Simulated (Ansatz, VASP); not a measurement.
## Two plane-wave programs on ZnO

Contents of INCAR:

```
PREC = Accurate
ENCUT = 600
EDIFF = 1E-7
ISMEAR = 0
SIGMA = 0.02
LREAL = False
LASPH = True
NELM = 60
ALGO = Normal
ISIF = 3
LWAVE = False
LCHARG = False
GGA = PE
IBRION = 2
NSW = 100
EDIFFG = -0.01
```

KPOINTS

```
regular mesh
0
Gamma
  6 6 8
```

The input POSCAR:

```
ZnO
1.0
    4.7114356405      0.0000000000      0.0000000000
    0.0000000000      4.7114356405      0.0000000000
    0.0000000000      0.0000000000      3.4588529927
Zn O
1 1
Direct
    0.0000000000      0.0000000000      0.0000000000
    0.0000000000      0.0000000000      0.5000000000
```

Input for Ansatz:

```yaml
crystal:
  lattice:
    - [4.7114356405, 0.0, 0.0]
    - [0.0, 4.7114356405, 0.0]
    - [0.0, 0.0, 3.4588529927]
  atoms:
    - { symbol: Zn, position: [0.0, 0.0, 0.0] }
    - { symbol: O, position: [0.0, 0.0, 0.5] }
basis:
  ecutwfc: 420
kpoints:
  mp_grid: { grid: [6, 6, 8] }
hamiltonian:
  xc: pbe
scf:
  occupations: { method: gaussian, width: 0.02 }
output:
  forces: true
  stress: true
  eigenvalues: true
relax:
  adjacent_minimum: "off"
  f_tol: 0.01
  max_steps: 80
  cell: { stress_tol: 0.05 }
```

Alike in both runs: task relaxation of cell and atoms; functional PBE; k mesh 6 × 6 × 8; occupations gaussian, width 0.02 eV; no spin polarisation.

```csv
,VASP,Ansatz
version,VASP 6.6.1,Ansatz 0.2.0
potentials or method,"VASP PAW PBE potentials, release 64 (Zn, O), cutoff 600 eV","scalar-relativistic, plane waves, PAW"
valence electrons in the cell,18,18
```

|  | VASP | Ansatz | Ansatz less VASP |
| --- | --- | --- | --- |
| gap on the k mesh at the Fermi level, each at its own relaxed structure (eV) | 1.63 | 1.85 | +0.217 |
| relaxed volume (Å³/atom) | 34.07 | 38.39 | +4.323 |
| relaxed cell length with the largest relative difference (Å) | 4.430 | 4.711 | +0.2810 |

One of these differences is far larger than is usual between the two programs; its cause wasn't traced.
